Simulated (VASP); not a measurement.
# Cs (Pm-3m) in VASP: a series of runs, part 2 of 3

VASP 6.6.1. The steps go on from the part before.

### Step 3. Single point, PBEsol

This run uses another cell than the first one, of 119.28 Å³/atom.

File INCAR:

```
PREC     = Accurate       # precision mode
ENCUT    = 520            # plane-wave cutoff, eV
EDIFF    = 1E-6           # SCF threshold, eV
ISMEAR   = -1             # smearing method
SIGMA    = 0.08           # smearing width, eV
LREAL    = False          # projectors in reciprocal space
LASPH    = True           # aspherical terms in the spheres
NELM     = 80             # most SCF steps
ALGO     = Normal         # electronic algorithm
ISIF     = 2              # what is computed and relaxed
LWAVE    = False          # write WAVECAR
LCHARG   = True           # write CHGCAR
GGA      = PS             # functional
LELF     = True           # ELF
LVHAR    = True         
NBANDS   = 10             # bands
```

File KPOINTS:

```
Automatic mesh
0
Gamma
  8 8 8
```

File POSCAR:

```
Cs
1.0
    4.9225923281      0.0000000000      0.0000000000
    0.0000000000      4.9225923281      0.0000000000
    0.0000000000      0.0000000000      4.9225923281
Cs
1
Direct
    0.0000000000      0.0000000000      0.0000000000
```

Potentials or basis: VASP PAW PBE potentials, release 64 (Cs_sv).

On the command line:

```
$ cat potpaw_PBE.64/Cs_sv/POTCAR > POTCAR
$ mpirun -np 1 vasp_std > vasp.out
```

OUTCAR:

```text
PREC = Accurate
   ENCUT = 520
   EDIFF = 1E-6
   ISMEAR = -1
   LREAL = False
   LASPH = True
   NELM = 80
   ISIF = 2
   GGA = PS

 ion  position               nearest neighbor table
   1  0.000  0.000  0.000-

  LATTYP: Found a simple cubic cell.
 ALAT       =     4.9225923281

  Lattice vectors:

 A1 = (   4.9225923281,   0.0000000000,   0.0000000000)
 A2 = (   0.0000000000,   4.9225923281,   0.0000000000)
 A3 = (   0.0000000000,   0.0000000000,   4.9225923281)

Analysis of symmetry for initial positions (statically):
=====================================================================
 Subroutine PRICEL returns:
 Original cell was already a primitive cell.

 Routine SETGRP: Setting up the symmetry group for a
 simple cubic supercell.

 Subroutine GETGRP returns: Found 48 space group operations
 (whereof 48 operations were pure point group operations)
 out of a pool of 48 trial point group operations.

The static configuration has the point symmetry O_h .

Analysis of symmetry for dynamics (positions and initial velocities):
=====================================================================
 Subroutine PRICEL returns:
 Original cell was already a primitive cell.

 Routine SETGRP: Setting up the symmetry group for a
 simple cubic supercell.

 Subroutine GETGRP returns: Found 48 space group operations
 (whereof 48 operations were pure point group operations)
 out of a pool of 48 trial point group operations.

The dynamic configuration has the point symmetry O_h .

 Subroutine INISYM returns: Found 48 space group operations
 (whereof 48 operations are pure point group operations),
 and found     1 'primitive' translations

----------------------------------------------------------------------------------------

                                     Primitive cell

  volume of cell :     119.2838

  direct lattice vectors                    reciprocal lattice vectors
     4.922592328  0.000000000  0.000000000     0.203144996  0.000000000  0.000000000
     0.000000000  4.922592328  0.000000000     0.000000000  0.203144996  0.000000000
     0.000000000  0.000000000  4.922592328     0.000000000  0.000000000  0.203144996

  length of vectors
     4.922592328  4.922592328  4.922592328     0.203144996  0.203144996  0.203144996

  position of ions in fractional coordinates (direct lattice)
     0.000000000  0.000000000  0.000000000

  ion indices of the primitive-cell ions
   primitive index   ion index
                 1           1

----------------------------------------------------------------------------------------

 KPOINTS: Automatic mesh

Automatic generation of k-mesh.
 Grid dimensions read from file:
 generate k-points for:    8    8    8

 Generating k-lattice:

  Cartesian coordinates                     Fractional coordinates (reciprocal lattice)
     0.025393125  0.000000000  0.000000000     0.125000000  0.000000000  0.000000000
     0.000000000  0.025393125  0.000000000     0.000000000  0.125000000  0.000000000
     0.000000000  0.000000000  0.025393125     0.000000000  0.000000000  0.125000000

  Length of vectors
     0.025393125  0.025393125  0.025393125

  Shift w.r.t. Gamma in fractional coordinates (k-lattice)
     0.000000000  0.000000000  0.000000000

 Subroutine IBZKPT returns following result:
 ===========================================

 Found     35 irreducible k-points:

 Following reciprocal coordinates:
            Coordinates               Weight
  0.000000  0.000000  0.000000      1.000000
  0.125000  0.000000  0.000000      6.000000
  0.250000  0.000000  0.000000      6.000000
  0.375000  0.000000  0.000000      6.000000
  0.500000  0.000000  0.000000      3.000000
  0.125000  0.125000  0.000000     12.000000
[... 16 lines left out ...]
  0.375000  0.375000  0.125000     24.000000
  0.500000  0.375000  0.125000     24.000000
 [... further k-points ...]
   k-points           NKPTS =     35   k-points in BZ     NKDIM =     35   number of bands    NBANDS=     10
   number of dos      NEDOS =    301   number of ions     NIONS =      1
   total plane-waves  NPLWV =  64000
   dimension x,y,z NGX =    40 NGY =   40 NGZ =   40
   dimension x,y,z NGXF=    80 NGYF=   80 NGZF=   80
   ions per type =               1
   NGX,Y,Z   is equivalent  to a cutoff of  13.51, 13.51, 13.51 a.u.
   NGXF,Y,Z  is equivalent  to a cutoff of  27.02, 27.02, 27.02 a.u.
 SYSTEM =  unknown system
   PREC   = accura    normal or accurate (medium, high low for compatibility)
   ISTART =      0    job   : 0-new  1-cont  2-samecut
   ICHARG =      2    charge: 1-file 2-atom 10-const
   ISPIN  =      1    spin polarized calculation?
   LNONCOLLINEAR =      F non collinear calculations
   LSORBIT =      F    spin-orbit coupling
   LASPH  =      T    aspherical Exc in radial PAW
   ENCUT  =  520.0 eV  38.22 Ry    6.18 a.u.   9.15  9.15  9.15*2*pi/ulx,y,z
   NELM   =     80;   NELMIN=  2; NELMDL= -5     # of ELM steps
   EDIFF  = 0.1E-05   stopping-criterion for ELM
   LREAL  =      F    real-space projection
   EDIFFG = 0.1E-04   stopping-criterion for IOM
   NSW    =      0    number of steps for IOM
   IBRION =     -1    ionic relax: 0-MD 1-quasi-New 2-CG
   NFREE  =      0    steps in history (QN), initial steepest desc. (CG)
   ISIF   =      2    stress and relaxation
   ISYM   =      2    0-nonsym 1-usesym 2-fastsym
   POTIM  = 0.5000    time-step for ionic-motion
   TEBEG  =    0.0;   TEEND  =   0.0 temperature during run
   PSTRESS=    0.0 pullay stress
   NELECT =       9.0000    total number of electrons
   NUPDOWN=      -1.0000    fix difference up-down
   EMIN   =  10.00;   EMAX   =-10.00  energy-range for DOS
   EFERMI =   0.00;   METHOD = LEGACY
   ISMEAR =    -1;   SIGMA  =   0.08  broadening in eV -4-tet -1-fermi 0-gaus
   EFERMI_NEDOS =   21; number of points for ismear=-14 and -15
   IALGO  =     38    algorithm
   IMIX   =      4    mixing-type and parameters
     AMIX     =   0.40;   BMIX     =  1.00
     AMIX_MAG =   1.60;   BMIX_MAG =  1.00
  volume/ion in A,a.u.               =     119.28       804.97
  Fermi-wavevector in a.u.,A,eV,Ry     =   0.691770  1.307256  6.511012  0.478546
  Thomas-Fermi vector in A             =   1.773515
   LORBIT       =      0    0 simple, 1 ext, 2 COOP (PROOUT), +10 PAW based schemes
   GGA     = PS    functional components
   LHFCALC =     F    Hartree Fock is set to
   AEXX    =    0.0000 exact exchange contribution
   IVDW    =     0    specifies the selected vdW correction
   LEPSILON=     F    determine dielectric tensor
   LRPA    =     F    only Hartree local field effects (RPA)
 non-spin polarized calculation
  energy-cutoff  :      520.00
  volume of cell :      119.28
 maximum number of plane-waves:      3230
 NGX is ok and might be reduce to    40
   NGX = 19   NGY = 19   NGZ = 19

 number of electron       8.9999998 magnetization

 Free energy of the ion-electron system (eV)
  ---------------------------------------------------
  ext. energy  EPLUGINS =         0.00000000
  ---------------------------------------------------
  free energy    TOTEN  =        -0.85731637 eV

  energy without entropy =       -0.83381095  energy(sigma->0) =       -0.84556366

 E-fermi :   0.3139     XC(G=0):  -5.3745

 val. band max:        0.2562139883   @ k =   0.5000   0.1250   0.0000
 cond. band min:       0.4128901995   @ k =   0.5000   0.1250   0.1250
 fundamental gap:      0.1566762111
 Fermi energy:         0.3138665352

 k-point     1 :       0.0000    0.0000    0.0000
  band No.  band energies     occupation
      1     -23.7068      2.00000
      2     -10.4041      2.00000
      3     -10.4041      2.00000
      4     -10.4041      2.00000
      5      -1.3363      2.00000
      6       1.6425      0.00000
      7       1.6425      0.00000
      8       4.7097      0.00000
      9       4.7097      0.00000
     10       4.7097      0.00000
[... 287 lines left out ...]
 k-point    24 :       0.5000    0.3750    0.1250
  band No.  band energies     occupation
      1     -23.6904      2.00000
      2     -10.5723      2.00000
      3     -10.5425      2.00000
      4     -10.4002      2.00000
      5       0.7192      0.01253
      6       1.3556      0.00000
      7       2.2104      0.00000
      8       2.4429      0.00000
      9       3.6176      0.00000
     10       3.6977      0.00000

 [... further k-points ...]

------------------------ aborting loop because EDIFF is reached ----------------------------------------

  FORCE on cell =-STRESS in cart. coord.  units (eV):
  Direction    XX          YY          ZZ          XY          YZ          ZX
  --------------------------------------------------------------------------------------
  -------------------------------------------------------------------------------------
  Total       -0.0084163     -0.0084163     -0.0084163      0.0000000     -0.0000000      0.0000000
  in kB       -0.1130447     -0.1130447     -0.1130447      0.0000000     -0.0000000      0.0000000
  external PRESSURE =      -0.1130447 kB  Pullay stress =       0.0000000 kB

 VOLUME and BASIS-vectors are now :
 -----------------------------------------------------------------------------
  energy-cutoff  :      520.00
  volume of cell :      119.28
      direct lattice vectors                 reciprocal lattice vectors
     4.922592328  0.000000000  0.000000000     0.203144996  0.000000000  0.000000000
     0.000000000  4.922592328  0.000000000     0.000000000  0.203144996  0.000000000
     0.000000000  0.000000000  4.922592328     0.000000000  0.000000000  0.203144996

 POSITION                                       TOTAL-FORCE (eV/Angst)
 -----------------------------------------------------------------------------------
      0.00000      0.00000      0.00000         0.000000      0.000000      0.000000
 -----------------------------------------------------------------------------------
    total drift:                               -0.000000     -0.000000     -0.000000

  FREE ENERGIE OF THE ION-ELECTRON SYSTEM (eV)
  ---------------------------------------------------
  free  energy   TOTEN  =        -0.8573163652 eV

  energy  without entropy=       -0.8338109533  energy(sigma->0) =       -0.84556366
```

Wall time 16 s (1 thread of Intel Xeon 6975P-C (Granite Rapids), shared host); peak memory 0.24 GiB.

Results:

```
Free energy            : -0.8573 eV
Pressure               : 0.0 GPa
Band gap on the k mesh : zero (an odd number of electrons rules out a gap without spin polarisation)
```

Caveat: the PAW data sets were made with another functional, which shifts forces and pressure a little; spin-orbit coupling is left out, which moves the levels of the heavy elements.

### Step 4. Single point, PBEsol (119.28 Å³/atom)

This run uses another cell than the first one, of 119.28 Å³/atom.

File INCAR:

```
SYSTEM = Cs
ALGO = Normal
EDIFF = 1E-7
ENCUT = 520
GGA = PS
ISIF = 2
ISMEAR = -1
LASPH = .TRUE.
LCHARG = .FALSE.
LREAL = .FALSE.
LWAVE = .FALSE.
NBANDS = 10
NELM = 80
PREC = Accurate
SIGMA = 0.08
```

File KPOINTS:

```
k-points
0
G
  8 8 8
  0 0 0
```

POSCAR is that of step 3.

Potentials or basis: VASP PAW PBE potentials, release 64 (Cs_sv).

On the command line:

```
$ cat potpaw_PBE.64/Cs_sv/POTCAR > POTCAR
$ mpirun -np 1 vasp_std > vasp.out
```

OUTCAR:

```text
SYSTEM = Cs
   EDIFF = 1E-7
   ENCUT = 520
   GGA = PS
   ISIF = 2
   ISMEAR = -1
   LASPH = .TRUE.
   LREAL = .FALSE.
   NELM = 80
   PREC = Accurate

 ion  position               nearest neighbor table
   1  0.000  0.000  0.000-

  LATTYP: Found a simple cubic cell.
 ALAT       =     4.9225923281

  Lattice vectors:

 A1 = (   4.9225923281,   0.0000000000,   0.0000000000)
 A2 = (   0.0000000000,   4.9225923281,   0.0000000000)
 A3 = (   0.0000000000,   0.0000000000,   4.9225923281)

Analysis of symmetry for initial positions (statically):
=====================================================================
 Subroutine PRICEL returns:
 Original cell was already a primitive cell.

 Routine SETGRP: Setting up the symmetry group for a
 simple cubic supercell.

 Subroutine GETGRP returns: Found 48 space group operations
 (whereof 48 operations were pure point group operations)
 out of a pool of 48 trial point group operations.

The static configuration has the point symmetry O_h .

Analysis of symmetry for dynamics (positions and initial velocities):
[... 163 lines left out ...]

 k-point     1 :       0.0000    0.0000    0.0000
  band No.  band energies     occupation
      1     -23.7066      2.00000
      2     -10.4039      2.00000
      3     -10.4039      2.00000
      4     -10.4039      2.00000
      5      -1.3362      2.00000
      6       1.6426      0.00000
      7       1.6426      0.00000
      8       4.7097      0.00000
      9       4.7097      0.00000
     10       4.7097      0.00000
[... 287 lines left out ...]
 k-point    24 :       0.5000    0.3750    0.1250
  band No.  band energies     occupation
      1     -23.6902      2.00000
      2     -10.5721      2.00000
      3     -10.5424      2.00000
      4     -10.4001      2.00000
      5       0.7192      0.01254
      6       1.3557      0.00000
      7       2.2105      0.00000
      8       2.4431      0.00000
      9       3.6177      0.00000
     10       3.6978      0.00000

 [... further k-points ...]

------------------------ aborting loop because EDIFF is reached ----------------------------------------

  FORCE on cell =-STRESS in cart. coord.  units (eV):
  Direction    XX          YY          ZZ          XY          YZ          ZX
  --------------------------------------------------------------------------------------
  -------------------------------------------------------------------------------------
  Total       -0.0094838     -0.0094838     -0.0094838      0.0000000      0.0000000     -0.0000000
  in kB       -0.1273832     -0.1273832     -0.1273832      0.0000000      0.0000000     -0.0000000
  external PRESSURE =      -0.1273832 kB  Pullay stress =       0.0000000 kB

 VOLUME and BASIS-vectors are now :
 -----------------------------------------------------------------------------
  energy-cutoff  :      520.00
  volume of cell :      119.28
      direct lattice vectors                 reciprocal lattice vectors
     4.922592328  0.000000000  0.000000000     0.203144996  0.000000000  0.000000000
     0.000000000  4.922592328  0.000000000     0.000000000  0.203144996  0.000000000
     0.000000000  0.000000000  4.922592328     0.000000000  0.000000000  0.203144996

 POSITION                                       TOTAL-FORCE (eV/Angst)
 -----------------------------------------------------------------------------------
      0.00000      0.00000      0.00000         0.000000      0.000000      0.000000
 -----------------------------------------------------------------------------------
    total drift:                               -0.000000     -0.000000     -0.000000

  FREE ENERGIE OF THE ION-ELECTRON SYSTEM (eV)
  ---------------------------------------------------
  free  energy   TOTEN  =        -0.8573165476 eV

  energy  without entropy=       -0.8338102362  energy(sigma->0) =       -0.84556339
```

OSZICAR:

```text
N       E                     dE             d eps       ncg     rms          rms(c)
DAV:   1     0.523945823393E+02    0.52395E+02   -0.28693E+03   700   0.621E+02
DAV:   2     0.470631765737E+01   -0.47688E+02   -0.46684E+02   910   0.108E+02
DAV:   3    -0.778314865887E+00   -0.54846E+01   -0.54764E+01   814   0.429E+01
DAV:   4    -0.858527552652E+00   -0.80213E-01   -0.80195E-01   908   0.626E+00
DAV:   5    -0.858939251497E+00   -0.41170E-03   -0.41169E-03   936   0.416E-01    0.152E-01
DAV:   6    -0.857866673215E+00    0.10726E-02   -0.14173E-03   936   0.175E-01    0.108E-01
DAV:   7    -0.857292892228E+00    0.57378E-03   -0.46880E-03   858   0.328E-01    0.406E-02
DAV:   8    -0.857313372794E+00   -0.20481E-04   -0.13968E-04   812   0.746E-02    0.726E-03
DAV:   9    -0.857316828654E+00   -0.34559E-05   -0.58453E-06   830   0.129E-02    0.475E-03
DAV:  10    -0.857316365174E+00    0.46348E-06   -0.15418E-06   804   0.652E-03    0.931E-04
DAV:  11    -0.857316475926E+00   -0.11075E-06   -0.45908E-08   530   0.132E-03    0.410E-04
DAV:  12    -0.857316547567E+00   -0.71642E-07   -0.23177E-08   432   0.886E-04
   1 F= -.85731655E+00 E0= -.84556339E+00  d E =-.235063E-01
```

Run time: 18 s. Hardware: 1 thread of Intel Xeon 6975P-C (Granite Rapids), shared host; peak memory 0.23 GiB.

Results:

| Quantity | Value |
| --- | --- |
| Free energy | -0.8573 eV |
| Pressure | 0.0 GPa |
| Band gap on the k mesh | zero (an odd number of electrons rules out a gap without spin polarisation) |

Caveat: the PAW data sets were made with another functional, which shifts forces and pressure a little; spin-orbit coupling is left out, which moves the levels of the heavy elements.

[end of part 2 of 3]
